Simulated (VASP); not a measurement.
# Fe (P6/mmm) in VASP: notebook

Fe is run at these levels: LDA; tasks: single point.

Program: VASP 6.6.1. These are calculated values, not measurements. Logs are shortened: lines on timing, memory, paths and dates and some standing lists are left out, and cuts for length are marked.

## Step 1: The cell of the first run

It takes space group P6/mmm (No. 191, hexagonal). The conventional cell has a = 2.099 Å, b = 2.099 Å, c = 1.914 Å, α = 90.00°, β = 90.00°, γ = 120.00°. Within 2.5 Å of Fe (site symmetry 6/mmm) lie 8 Fe at 1.91 to 2.10 Å.

## Step 2: Single point, LDA, collinear spin, ferromagnetic start

File INCAR:

```
  PREC = Accurate
  ENCUT = 520
  EDIFF = 1E-7
  ISMEAR = -1
  SIGMA = 0.05
  LREAL = F
  LASPH = T
  NELM = 150
  ALGO = Normal
  ISIF = 2
  LWAVE = F
  LCHARG = F
  ISPIN = 2
  MAGMOM = 2.5
  LORBIT = 11
  LMAXMIX = 4
  GGA = CA
  NBANDS = 14
```

File KPOINTS:

```
regular mesh
0
Gamma
  21 21 19
```

File POSCAR:

```
Fe
1.0
    2.0993080935      0.0000000000      0.0000000000
   -1.0496540468      1.8180541393      0.0000000000
    0.0000000000      0.0000000000      1.9137535351
Fe
1
Direct
    0.0000000000      0.0000000000      0.0000000000
```

Potentials or basis: VASP PAW LDA potentials, release 64 (Fe).

Run with:

```
> cat potpaw_LDA.64/Fe/POTCAR > POTCAR
> mpirun -np 1 vasp_std > vasp.out
```

OUTCAR:

```text
PREC = Accurate
   ENCUT = 520
   EDIFF = 1E-7
   ISMEAR = -1
   LREAL = F
   LASPH = T
   NELM = 150
   ISIF = 2
   ISPIN = 2
   LORBIT = 11
   GGA = CA

 ion  position               nearest neighbor table
   1  0.000  0.000  0.000-

  LATTYP: Found a hexagonal cell.
 ALAT       =     2.0993080935
 C/A-ratio  =     0.9116115643

  Lattice vectors:

 A1 = (   2.0993080935,   0.0000000000,   0.0000000000)
 A2 = (  -1.0496540468,   1.8180541393,   0.0000000000)
 A3 = (   0.0000000000,   0.0000000000,   1.9137535351)

Analysis of symmetry for initial positions (statically):
=====================================================================
 Subroutine PRICEL returns:
 Original cell was already a primitive cell.

 Routine SETGRP: Setting up the symmetry group for a
 hexagonal supercell.

 Subroutine GETGRP returns: Found 24 space group operations
 (whereof 24 operations were pure point group operations)
 out of a pool of 24 trial point group operations.

The static configuration has the point symmetry D_6h.

Analysis of symmetry for dynamics (positions and initial velocities):
=====================================================================
 Subroutine PRICEL returns:
 Original cell was already a primitive cell.

 Routine SETGRP: Setting up the symmetry group for a
 hexagonal supercell.

 Subroutine GETGRP returns: Found 24 space group operations
 (whereof 24 operations were pure point group operations)
 out of a pool of 24 trial point group operations.

The dynamic configuration has the point symmetry D_6h.

Analysis of structural, dynamic, and magnetic symmetry:
=====================================================================
 Subroutine PRICEL returns:
 Original cell was already a primitive cell.

 Routine SETGRP: Setting up the symmetry group for a
 hexagonal supercell.

 Subroutine GETGRP returns: Found 24 space group operations
 (whereof 24 operations were pure point group operations)
 out of a pool of 24 trial point group operations.

The overall configuration has the point symmetry D_6h.

 Subroutine INISYM returns: Found 24 space group operations
 (whereof 24 operations are pure point group operations),
 and found     1 'primitive' translations

----------------------------------------------------------------------------------------

                                     Primitive cell

  volume of cell :       7.3041

  direct lattice vectors                    reciprocal lattice vectors
     2.099308093  0.000000000  0.000000000     0.476347423  0.275019313  0.000000000
    -1.049654047  1.818054139  0.000000000     0.000000000  0.550038626  0.000000000
     0.000000000  0.000000000  1.913753535     0.000000000  0.000000000  0.522533326

  length of vectors
     2.099308093  2.099308093  1.913753535     0.550038626  0.550038626  0.522533326

  position of ions in fractional coordinates (direct lattice)
     0.000000000  0.000000000  0.000000000

  ion indices of the primitive-cell ions
   primitive index   ion index
                 1           1

----------------------------------------------------------------------------------------

 KPOINTS: regular mesh

Automatic generation of k-mesh.
 Grid dimensions read from file:
 generate k-points for:   21   21   19

 Generating k-lattice:

  Cartesian coordinates                     Fractional coordinates (reciprocal lattice)
     0.022683211  0.013096158  0.000000000     0.047619048  0.000000000  0.000000000
     0.000000000  0.026192316  0.000000000     0.000000000  0.047619048  0.000000000
     0.000000000  0.000000000  0.027501754     0.000000000  0.000000000  0.052631579

  Length of vectors
     0.026192316  0.026192316  0.027501754

  Shift w.r.t. Gamma in fractional coordinates (k-lattice)
     0.000000000  0.000000000  0.000000000

 Subroutine IBZKPT returns following result:
 ===========================================

 Found    480 irreducible k-points:

 Following reciprocal coordinates:
            Coordinates               Weight
  0.000000  0.000000  0.000000      1.000000
  0.047619  0.000000  0.000000      6.000000
  0.095238  0.000000  0.000000      6.000000
  0.142857 -0.000000  0.000000      6.000000
  0.190476  0.000000  0.000000      6.000000
  0.238095  0.000000  0.000000      6.000000
[... 16 lines left out ...]
  0.142857  0.095238  0.000000     12.000000
  0.190476  0.095238  0.000000     12.000000
 [... further k-points ...]
   k-points           NKPTS =    480   k-points in BZ     NKDIM =    480   number of bands    NBANDS=     14
   number of dos      NEDOS =    301   number of ions     NIONS =      1
   total plane-waves  NPLWV =   3584
   dimension x,y,z NGX =    16 NGY =   16 NGZ =   14
   dimension x,y,z NGXF=    32 NGYF=   32 NGZF=   28
   ions per type =               1
   NGX,Y,Z   is equivalent  to a cutoff of  12.67, 12.67, 12.16 a.u.
   NGXF,Y,Z  is equivalent  to a cutoff of  25.34, 25.34, 24.32 a.u.
 SYSTEM =  unknown system
   PREC   = accura    normal or accurate (medium, high low for compatibility)
   ISTART =      0    job   : 0-new  1-cont  2-samecut
   ICHARG =      2    charge: 1-file 2-atom 10-const
   ISPIN  =      2    spin polarized calculation?
   LNONCOLLINEAR =      F non collinear calculations
   LSORBIT =      F    spin-orbit coupling
   LASPH  =      T    aspherical Exc in radial PAW
   ENCUT  =  520.0 eV  38.22 Ry    6.18 a.u.   3.90  3.90  3.56*2*pi/ulx,y,z
   NELM   =    150;   NELMIN=  2; NELMDL= -5     # of ELM steps
   EDIFF  = 0.1E-06   stopping-criterion for ELM
   LREAL  =      F    real-space projection
   EDIFFG = 0.1E-05   stopping-criterion for IOM
   NSW    =      0    number of steps for IOM
   IBRION =     -1    ionic relax: 0-MD 1-quasi-New 2-CG
   NFREE  =      0    steps in history (QN), initial steepest desc. (CG)
   ISIF   =      2    stress and relaxation
   ISYM   =      2    0-nonsym 1-usesym 2-fastsym
   POTIM  = 0.5000    time-step for ionic-motion
   TEBEG  =    0.0;   TEEND  =   0.0 temperature during run
   PSTRESS=    0.0 pullay stress
   NELECT =       8.0000    total number of electrons
   NUPDOWN=      -1.0000    fix difference up-down
   EMIN   =  10.00;   EMAX   =-10.00  energy-range for DOS
   EFERMI =   0.00;   METHOD = LEGACY
   ISMEAR =    -1;   SIGMA  =   0.05  broadening in eV -4-tet -1-fermi 0-gaus
   EFERMI_NEDOS =   21; number of points for ismear=-14 and -15
   IALGO  =     38    algorithm
   IMIX   =      4    mixing-type and parameters
     AMIX     =   0.40;   BMIX     =  1.00
     AMIX_MAG =   1.60;   BMIX_MAG =  1.00
  volume/ion in A,a.u.               =       7.30        49.29
  Fermi-wavevector in a.u.,A,eV,Ry     =   1.687518  3.188947 38.745556  2.847718
  Thomas-Fermi vector in A             =   2.769990
   LORBIT       =     11    0 simple, 1 ext, 2 COOP (PROOUT), +10 PAW based schemes
   GGA     = CA    functional components
   LHFCALC =     F    Hartree Fock is set to
   AEXX    =    0.0000 exact exchange contribution
   IVDW    =     0    specifies the selected vdW correction
   LEPSILON=     F    determine dielectric tensor
   LRPA    =     F    only Hartree local field effects (RPA)
 spin polarized calculation
  energy-cutoff  :      520.00
  volume of cell :        7.30
 maximum number of plane-waves:       206
 NGX is ok and might be reduce to    16
   NGX =  7   NGY =  7   NGZ =  7

 number of electron       7.9999991 magnetization      -0.0004845

 number of electron       7.9999991 magnetization       0.0002699

 Free energy of the ion-electron system (eV)
  ---------------------------------------------------
  ext. energy  EPLUGINS =         0.00000000
  ---------------------------------------------------
  free energy    TOTEN  =        -7.22182656 eV

  energy without entropy =       -7.21125371  energy(sigma->0) =       -7.21654014

 E-fermi :  11.7214     XC(G=0): -16.0074

 val. band max:       11.7185749082   @ k =   0.2381   0.0000   0.4737
 cond. band min:      11.7230043137   @ k =   0.2857   0.0476   0.1053
 fundamental gap:      0.0044294056
 Fermi energy:        11.7214447314

 spin component 1

 k-point     1 :       0.0000    0.0000    0.0000
  band No.  band energies     occupation
      1       0.7742      1.00000
      2       4.8408      1.00000
      3       8.8767      1.00000
      4       8.8767      1.00000
      5      13.7450      0.00000
      6      13.7450      0.00000
      7      36.9180      0.00000
      8      40.3208      0.00000
      9      47.5885      0.00000
     10      47.5885      0.00000
     11      47.7578      0.00000
     12      48.6711      0.00000
     13      48.6711      0.00000
     14      62.3645      0.00000
[... 375 lines left out ...]
 k-point    24 :       0.1905    0.0952    0.0000
  band No.  band energies     occupation
      1       3.6635      1.00000
      2       5.7783      1.00000
      3       7.3209      1.00000
      4      11.3720      0.99908
      5      12.3897      0.00000
      6      13.4162      0.00000
      7      31.8799      0.00000
      8      36.3159      0.00000
      9      44.6121      0.00000
     10      45.6081      0.00000
     11      46.7866      0.00000
     12      55.1407      0.00000
     13      61.8536      0.00000
     14      62.7975      0.00000

 [... further k-points ...]

 spin component 2

 k-point     1 :       0.0000    0.0000    0.0000
  band No.  band energies     occupation
      1       0.7743      1.00000
      2       4.8409      1.00000
      3       8.8768      1.00000
      4       8.8768      1.00000
      5      13.7452      0.00000
      6      13.7452      0.00000
      7      36.9180      0.00000
      8      40.3209      0.00000
      9      47.5886      0.00000
     10      47.5886      0.00000
     11      47.7579      0.00000
     12      48.6712      0.00000
     13      48.6712      0.00000
     14      62.3646      0.00000
[... 375 lines left out ...]
 k-point    24 :       0.1905    0.0952    0.0000
  band No.  band energies     occupation
      1       3.6635      1.00000
      2       5.7784      1.00000
      3       7.3210      1.00000
      4      11.3722      0.99908
      5      12.3899      0.00000
      6      13.4164      0.00000
      7      31.8800      0.00000
      8      36.3160      0.00000
      9      44.6122      0.00000
     10      45.6081      0.00000
     11      46.7867      0.00000
     12      55.1408      0.00000
     13      61.8537      0.00000
     14      62.7976      0.00000

 [... further k-points ...]

------------------------ aborting loop because EDIFF is reached ----------------------------------------

  FORCE on cell =-STRESS in cart. coord.  units (eV):
  Direction    XX          YY          ZZ          XY          YZ          ZX
  --------------------------------------------------------------------------------------
  -------------------------------------------------------------------------------------
  Total        9.6738197      9.6738197      8.9405907     -0.0000000      0.0000000      0.0000000
  in kB     2121.9716292   2121.9716292   1961.1363923     -0.0000001      0.0000000      0.0000000
  external PRESSURE =    2068.3598836 kB  Pullay stress =       0.0000000 kB

 VOLUME and BASIS-vectors are now :
 -----------------------------------------------------------------------------
  energy-cutoff  :      520.00
  volume of cell :        7.30
      direct lattice vectors                 reciprocal lattice vectors
     2.099308093  0.000000000  0.000000000     0.476347423  0.275019313  0.000000000
    -1.049654047  1.818054139  0.000000000     0.000000000  0.550038626  0.000000000
     0.000000000  0.000000000  1.913753535     0.000000000  0.000000000  0.522533326

 POSITION                                       TOTAL-FORCE (eV/Angst)
 -----------------------------------------------------------------------------------
      0.00000      0.00000      0.00000        -0.000000      0.000000      0.000000
 -----------------------------------------------------------------------------------
    total drift:                               -0.000000     -0.000000     -0.000000

  FREE ENERGIE OF THE ION-ELECTRON SYSTEM (eV)
  ---------------------------------------------------
  free  energy   TOTEN  =        -7.2218265618 eV

  energy  without entropy=       -7.2112537092  energy(sigma->0) =       -7.21654014

 total charge

# of ion       s       p       d       tot
------------------------------------------
    1        0.735   0.933   7.094   8.763

 magnetization (x)

# of ion       s       p       d       tot
------------------------------------------
    1        0.000   0.000   0.000   0.000
```

Run time: 40 s. Hardware: 1 thread of Intel Xeon 6975P-C (Granite Rapids), shared host; peak memory 0.18 GiB.

What came out:

| Item | Value |
| --- | --- |
| Free energy | -7.2218 eV |
| Pressure | 206.8 GPa |
| Band gap on the k mesh | zero (filled and empty bands overlap) |
| Net moment | 0.00 μB per cell |

Levels at points of the mesh, in eV from the Fermi level:
Spin up:
| k point | band 1 | band 2 | band 3 | band 4 | band 5 | band 6 | band 7 | band 8 | band 9 |
| --- | --- | --- | --- | --- | --- | --- | --- | --- | --- |
| (0.00, 0.00, 0.00) | -10.95 | -6.88 | -2.84 | -2.84 | 2.02 | 2.02 | 25.20 | 28.60 | 35.87 |
Spin down:
```tsv
k point	band 2	band 3	band 4	band 5	band 6	band 7
(0.00, 0.00, 0.00)	-6.88	-2.84	-2.84	2.02	2.02	25.20
```

Caveat: the starting moments collapsed, and a magnetic state may lie lower.

[end of part 1 of 2]
